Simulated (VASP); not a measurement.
# AlRu (P4/mmm) in VASP: further runs

The runs below take AlRu through single point, with PBE.

All numbers are computed with VASP 6.6.1; they aren't measurements. Logs are shortened: lines on timing, memory, paths and dates and some standing lists are left out, and cuts for length are marked.

### Step 1. The cell of the first run

It takes space group P4/mmm (No. 123, tetragonal). Conventional cell: a = 2.914 Å, b = 2.914 Å, c = 3.058 Å, α = 90.00°, β = 90.00°, γ = 90.00°. Al (site symmetry 4/mmm) has 8 Ru at 2.57 Å and 6 Al at 2.91 to 3.06 Å within 3.4 Å. Ru (site symmetry 4/mmm) has 8 Al at 2.57 Å and 6 Ru at 2.91 to 3.06 Å within 3.4 Å.

### Step 2. Single point, PBE (biaxial strain in the a-b plane: -3.0 %)

The input, INCAR:

```
SYSTEM = AlRu
PREC = Accurate
ENCUT = 520
EDIFF = 1E-6
ISMEAR = 0
SIGMA = 0.1
LREAL = .FALSE.
LASPH = .TRUE.
NELM = 100
ALGO = Fast
ISIF = 2
LWAVE = .FALSE.
LCHARG = .TRUE.
GGA = PE
LELF = .TRUE.
LVHAR = .TRUE.
NBANDS = 16
```

The input, KPOINTS:

```
regular mesh
0
G
  18 18 18
  0 0 0
```

The input, POSCAR:

```
AlRu
1.0
    2.9140515499      0.0000000000      0.0000000000
    0.0000000000      2.9140515499      0.0000000000
    0.0000000000      0.0000000000      3.0582520389
Al Ru
1 1
Direct
    0.0000000000      0.0000000000      0.0000000000
    0.5000000000      0.5000000000      0.5000000000
```

Potentials or basis: VASP PAW PBE potentials, release 64 (Al, Ru_pv).

On the command line:

```
$ cat potpaw_PBE.64/Al/POTCAR potpaw_PBE.64/Ru_pv/POTCAR > POTCAR
$ mpirun -np 1 vasp_std > vasp.out
```

OUTCAR:

```text
SYSTEM = AlRu
   PREC = Accurate
   ENCUT = 520
   EDIFF = 1E-6
   ISMEAR = 0
   LREAL = .FALSE.
   LASPH = .TRUE.
   NELM = 100
   ISIF = 2
   GGA = PE

 ion  position               nearest neighbor table
   1  0.000  0.000  0.000-   2 2.57   2 2.57   2 2.57   2 2.57   2 2.57   2 2.57   2 2.57   2 2.57

   2  0.500  0.500  0.500-   1 2.57   1 2.57   1 2.57   1 2.57   1 2.57   1 2.57   1 2.57   1 2.57

  LATTYP: Found a simple tetragonal cell.
 ALAT       =     2.9140515499
 C/A-ratio  =     1.0494845361

  Lattice vectors:

 A1 = (   2.9140515499,   0.0000000000,   0.0000000000)
 A2 = (   0.0000000000,   2.9140515499,   0.0000000000)
 A3 = (   0.0000000000,   0.0000000000,   3.0582520389)

Analysis of symmetry for initial positions (statically):
=====================================================================
 Subroutine PRICEL returns:
 Original cell was already a primitive cell.

 Routine SETGRP: Setting up the symmetry group for a
 simple tetragonal supercell.

 Subroutine GETGRP returns: Found 16 space group operations
 (whereof 16 operations were pure point group operations)
 out of a pool of 16 trial point group operations.

The static configuration has the point symmetry D_4h.

Analysis of symmetry for dynamics (positions and initial velocities):
=====================================================================
 Subroutine PRICEL returns:
 Original cell was already a primitive cell.

 Routine SETGRP: Setting up the symmetry group for a
 simple tetragonal supercell.

 Subroutine GETGRP returns: Found 16 space group operations
 (whereof 16 operations were pure point group operations)
 out of a pool of 16 trial point group operations.

The dynamic configuration has the point symmetry D_4h.

 Subroutine INISYM returns: Found 16 space group operations
 (whereof 16 operations are pure point group operations),
 and found     1 'primitive' translations

----------------------------------------------------------------------------------------

                                     Primitive cell

  volume of cell :      25.9697

  direct lattice vectors                    reciprocal lattice vectors
     2.914051550  0.000000000  0.000000000     0.343164828  0.000000000  0.000000000
     0.000000000  2.914051550  0.000000000     0.000000000  0.343164828  0.000000000
     0.000000000  0.000000000  3.058252039     0.000000000  0.000000000  0.326984168

  length of vectors
     2.914051550  2.914051550  3.058252039     0.343164828  0.343164828  0.326984168

  position of ions in fractional coordinates (direct lattice)
     0.000000000  0.000000000  0.000000000
     0.500000000  0.500000000  0.500000000

  ion indices of the primitive-cell ions
   primitive index   ion index
                 1           1
                 2           2

----------------------------------------------------------------------------------------

 KPOINTS: regular mesh

Automatic generation of k-mesh.
 Grid dimensions read from file:
 generate k-points for:   18   18   18

 Generating k-lattice:

  Cartesian coordinates                     Fractional coordinates (reciprocal lattice)
     0.019064713  0.000000000  0.000000000     0.055555556  0.000000000  0.000000000
     0.000000000  0.019064713  0.000000000     0.000000000  0.055555556  0.000000000
     0.000000000  0.000000000  0.018165787     0.000000000  0.000000000  0.055555556

  Length of vectors
     0.019064713  0.019064713  0.018165787

  Shift w.r.t. Gamma in fractional coordinates (k-lattice)
     0.000000000  0.000000000  0.000000000

 Subroutine IBZKPT returns following result:
 ===========================================

 Found    550 irreducible k-points:

 Following reciprocal coordinates:
            Coordinates               Weight
  0.000000  0.000000  0.000000      1.000000
  0.055556  0.000000  0.000000      4.000000
  0.111111  0.000000  0.000000      4.000000
  0.166667  0.000000  0.000000      4.000000
  0.222222  0.000000  0.000000      4.000000
  0.277778  0.000000  0.000000      4.000000
[... 16 lines left out ...]
  0.277778  0.111111  0.000000      8.000000
  0.333333  0.111111  0.000000      8.000000
 [... further k-points ...]
   k-points           NKPTS =    550   k-points in BZ     NKDIM =    550   number of bands    NBANDS=     16
   number of dos      NEDOS =    301   number of ions     NIONS =      2
   total plane-waves  NPLWV =  13824
   dimension x,y,z NGX =    24 NGY =   24 NGZ =   24
   dimension x,y,z NGXF=    48 NGYF=   48 NGZF=   48
   ions per type =               1   1
   NGX,Y,Z   is equivalent  to a cutoff of  13.69, 13.69, 13.05 a.u.
   NGXF,Y,Z  is equivalent  to a cutoff of  27.38, 27.38, 26.09 a.u.
 SYSTEM =  AlRu
   PREC   = accura    normal or accurate (medium, high low for compatibility)
   ISTART =      0    job   : 0-new  1-cont  2-samecut
   ICHARG =      2    charge: 1-file 2-atom 10-const
   ISPIN  =      1    spin polarized calculation?
   LNONCOLLINEAR =      F non collinear calculations
   LSORBIT =      F    spin-orbit coupling
   LASPH  =      T    aspherical Exc in radial PAW
   ENCUT  =  520.0 eV  38.22 Ry    6.18 a.u.   5.42  5.42  5.69*2*pi/ulx,y,z
   NELM   =    100;   NELMIN=  2; NELMDL= -5     # of ELM steps
   EDIFF  = 0.1E-05   stopping-criterion for ELM
   LREAL  =      F    real-space projection
   EDIFFG = 0.1E-04   stopping-criterion for IOM
   NSW    =      0    number of steps for IOM
   IBRION =     -1    ionic relax: 0-MD 1-quasi-New 2-CG
   NFREE  =      0    steps in history (QN), initial steepest desc. (CG)
   ISIF   =      2    stress and relaxation
   ISYM   =      2    0-nonsym 1-usesym 2-fastsym
   POTIM  = 0.5000    time-step for ionic-motion
   TEBEG  =    0.0;   TEEND  =   0.0 temperature during run
   PSTRESS=    0.0 pullay stress
   NELECT =      17.0000    total number of electrons
   NUPDOWN=      -1.0000    fix difference up-down
   EMIN   =  10.00;   EMAX   =-10.00  energy-range for DOS
   EFERMI =   0.00;   METHOD = LEGACY
   ISMEAR =     0;   SIGMA  =   0.10  broadening in eV -4-tet -1-fermi 0-gaus
   EFERMI_NEDOS =   21; number of points for ismear=-14 and -15
   IALGO  =     68    algorithm
   IMIX   =      4    mixing-type and parameters
     AMIX     =   0.40;   BMIX     =  1.00
     AMIX_MAG =   1.60;   BMIX_MAG =  1.00
  volume/ion in A,a.u.               =      12.98        87.63
  Fermi-wavevector in a.u.,A,eV,Ry     =   1.421462  2.686174 27.491306  2.020554
  Thomas-Fermi vector in A             =   2.542269
   LORBIT       =      0    0 simple, 1 ext, 2 COOP (PROOUT), +10 PAW based schemes
   GGA     = PE    functional components
   LHFCALC =     F    Hartree Fock is set to
   AEXX    =    0.0000 exact exchange contribution
   IVDW    =     0    specifies the selected vdW correction
   LEPSILON=     F    determine dielectric tensor
   LRPA    =     F    only Hartree local field effects (RPA)
 non-spin polarized calculation
 RMM-DIIS sequential band-by-band and
 Gauss-broadening in eV      SIGMA  =   0.10
  energy-cutoff  :      520.00
  volume of cell :       25.97
 maximum number of plane-waves:       723
 NGX is ok and might be reduce to    24
   NGX = 11   NGY = 11   NGZ = 11

 number of electron      17.0000005 magnetization

 Free energy of the ion-electron system (eV)
  ---------------------------------------------------
  ext. energy  EPLUGINS =         0.00000000
  ---------------------------------------------------
  free energy    TOTEN  =       -14.20797242 eV

  energy without entropy =      -14.20042503  energy(sigma->0) =      -14.20419873

 E-fermi :  11.1645     XC(G=0): -12.7232

 val. band max:       11.1642405740   @ k =   0.3889   0.1111   0.0556
 cond. band min:      11.1691928811   @ k =   0.2222   0.0000   0.1111
 fundamental gap:      0.0049523071
 Fermi energy:        11.1644747006

 k-point     1 :       0.0000    0.0000    0.0000
  band No.  band energies     occupation
      1     -30.6636      2.00000
      2     -30.5972      2.00000
      3     -30.5972      2.00000
      4       1.2963      2.00000
      5       7.3938      2.00000
      6       7.4312      2.00000
[... 8 lines left out ...]
     15      23.2707      0.00000
     16      26.9333      0.00000

 k-point     2 :       0.0556    0.0000    0.0000
  band No.  band energies     occupation
      1     -30.6628      2.00000
      2     -30.6056      2.00000
      3     -30.5965      2.00000
      4       1.3590      2.00000
      5       7.4203      2.00000
      6       7.4578      2.00000
[... 8 lines left out ...]
     15      23.2708      0.00000
     16      27.1449      0.00000

 k-point     3 :       0.1111    0.0000    0.0000
  band No.  band energies     occupation
      1     -30.6607      2.00000
      2     -30.6297      2.00000
      3     -30.5945      2.00000
      4       1.5454      2.00000
      5       7.4937      2.00000
      6       7.5314      2.00000
[... 8 lines left out ...]
     15      23.2724      0.00000
     16      27.7956      0.00000

 k-point     4 :       0.1667    0.0000    0.0000
  band No.  band energies     occupation
      1     -30.6664      2.00000
      2     -30.6574      2.00000
      3     -30.5913      2.00000
      4       1.8497      2.00000
      5       7.6043      2.00000
      6       7.6225      2.00000
[... 8 lines left out ...]
     15      23.5623      0.00000
     16      28.8725      0.00000

 k-point     5 :       0.2222    0.0000    0.0000
  band No.  band energies     occupation
      1     -30.7112      2.00000
      2     -30.6533      2.00000
      3     -30.5875      2.00000
      4       2.2630      2.00000
      5       7.6697      2.00000
      6       7.7447      2.00000
[... 8 lines left out ...]
     15      23.9711      0.00000
     16      27.9703      0.00000

 k-point     6 :       0.2778    0.0000    0.0000
  band No.  band energies     occupation
      1     -30.7586      2.00000
      2     -30.6490      2.00000
      3     -30.5834      2.00000
      4       2.7734      2.00000
      5       7.5947      2.00000
      6       7.9004      2.00000
[... 8 lines left out ...]
     15      24.2899      0.00000
     16      26.9459      0.00000

 k-point     7 :       0.3333    0.0000    0.0000
  band No.  band energies     occupation
      1     -30.8028      2.00000
      2     -30.6449      2.00000
      3     -30.5795      2.00000
      4       3.3663      2.00000
      5       7.3286      2.00000
      6       8.0549      2.00000
[... 8 lines left out ...]
     15      24.5421      0.00000
     16      25.9364      0.00000

 k-point     8 :       0.3889    0.0000    0.0000
  band No.  band energies     occupation
      1     -30.8387      2.00000
      2     -30.6416      2.00000
      3     -30.5764      2.00000
      4       4.0223      2.00000
      5       6.8637      2.00000
      6       8.1877      2.00000
[... 8 lines left out ...]
     15      24.7341      0.00000
     16      24.9910      0.00000

 k-point     9 :       0.4444    0.0000    0.0000
  band No.  band energies     occupation
      1     -30.8620      2.00000
      2     -30.6394      2.00000
      3     -30.5744      2.00000
      4       4.7073      2.00000
      5       6.2645      2.00000
      6       8.2781      2.00000
[... 8 lines left out ...]
     15      24.8581      0.00000
     16      25.0894      0.00000
[... 172 lines left out ...]
 k-point    19 :       0.5000    0.0556    0.0000
  band No.  band energies     occupation
      1     -30.8691      2.00000
      2     -30.6379      2.00000
      3     -30.5817      2.00000
      4       5.2688      2.00000
      5       5.7773      2.00000
      6       8.3517      2.00000
[... 8 lines left out ...]
     15      23.9263      0.00000
     16      25.7379      0.00000

 k-point    20 :       0.1111    0.1111    0.0000
  band No.  band energies     occupation
      1     -30.6577      2.00000
      2     -30.6281      2.00000
      3     -30.6254      2.00000
      4       1.7900      2.00000
      5       7.5887      2.00000
      6       7.6439      2.00000
[... 8 lines left out ...]
     15      23.6652      0.00000
     16      28.3552      0.00000

 k-point    21 :       0.1667    0.1111    0.0000
  band No.  band energies     occupation
      1     -30.6634      2.00000
      2     -30.6544      2.00000
      3     -30.6233      2.00000
      4       2.0881      2.00000
      5       7.6838      2.00000
      6       7.7572      2.00000
[... 8 lines left out ...]
     15      24.3156      0.00000
     16      28.7715      0.00000

 k-point    22 :       0.2222    0.1111    0.0000
  band No.  band energies     occupation
      1     -30.7079      2.00000
      2     -30.6504      2.00000
      3     -30.6193      2.00000
      4       2.4923      2.00000
      5       7.7525      2.00000
      6       7.8767      2.00000
[... 8 lines left out ...]
     15      24.9175      0.00000
     16      27.8983      0.00000

 k-point    23 :       0.2778    0.1111    0.0000
  band No.  band energies     occupation
      1     -30.7551      2.00000
      2     -30.6460      2.00000
      3     -30.6150      2.00000
      4       2.9905      2.00000
      5       7.6719      2.00000
      6       8.0225      2.00000
[... 8 lines left out ...]
     15      25.4203      0.00000
     16      26.8108      0.00000

 k-point    24 :       0.3333    0.1111    0.0000
  band No.  band energies     occupation
      1     -30.7991      2.00000
      2     -30.6420      2.00000
      3     -30.6109      2.00000
      4       3.5681      2.00000
      5       7.3794      2.00000
      6       8.1809      2.00000
[... 8 lines left out ...]
     15      25.5186      0.00000
     16      25.7829      0.00000

 [... further k-points ...]
[... 5 lines left out ...]
  --------------------------------------------------------------------------------------
  -------------------------------------------------------------------------------------
  Total        2.0682891      2.0682891      0.6051960      0.0000000      0.0000000      0.0000000
  in kB      127.6010052    127.6010052     37.3369546      0.0000000      0.0000000      0.0000000
  external PRESSURE =      97.5129883 kB  Pullay stress =       0.0000000 kB

 VOLUME and BASIS-vectors are now :
 -----------------------------------------------------------------------------
  energy-cutoff  :      520.00
  volume of cell :       25.97
      direct lattice vectors                 reciprocal lattice vectors
     2.914051550  0.000000000  0.000000000     0.343164828  0.000000000  0.000000000
     0.000000000  2.914051550  0.000000000     0.000000000  0.343164828  0.000000000
     0.000000000  0.000000000  3.058252039     0.000000000  0.000000000  0.326984168

 POSITION                                       TOTAL-FORCE (eV/Angst)
 -----------------------------------------------------------------------------------
      0.00000      0.00000      0.00000         0.000000      0.000000      0.000000
      1.45703      1.45703      1.52913         0.000000      0.000000      0.000000
 -----------------------------------------------------------------------------------
    total drift:                                0.000000     -0.000000     -0.000000

  FREE ENERGIE OF THE ION-ELECTRON SYSTEM (eV)
  ---------------------------------------------------
  free  energy   TOTEN  =       -14.2079724187 eV

  energy  without entropy=      -14.2004250325  energy(sigma->0) =      -14.20419873
```

It took 85 s on 1 thread of Intel Xeon 6975P-C, shared host; peak memory 0.32 GiB.

What came out:

| Item | Value |
| --- | --- |
| Free energy | -14.2080 eV |
| Pressure | 9.8 GPa |

Levels at points of the mesh, in eV from the Fermi level:
| k point | band 6 | band 7 | band 8 | band 9 | band 10 | band 11 | band 12 | band 13 |
| --- | --- | --- | --- | --- | --- | --- | --- | --- |
| (0.00, 0.00, 0.00) | -3.73 | 0.09 | 0.09 | 0.40 | 5.25 | 6.73 | 6.73 | 11.03 |
| (0.50, 0.00, 0.00) | -2.85 | -2.07 | -1.49 | 0.39 | 2.69 | 7.37 | 10.36 | 11.61 |
| (0.50, 0.50, 0.00) | -1.53 | -1.53 | -1.21 | -1.21 | 1.83 | 5.95 | 6.73 | 10.11 |
| (0.00, 0.00, 0.50) | -3.03 | -1.47 | -1.47 | 0.60 | 1.82 | 7.47 | 11.61 | 11.61 |
| (0.50, 0.00, 0.50) | -1.66 | -1.31 | -1.15 | -1.00 | 1.45 | 5.35 | 6.41 | 11.24 |
| (0.50, 0.50, 0.50) | -4.78 | 1.51 | 1.90 | 2.76 | 3.99 | 4.32 | 4.32 | 8.56 |

Caveat: the cell differs from its parent crystal (biaxial strain in the a-b plane: -3.0 %).

[end of part 1 of 3]
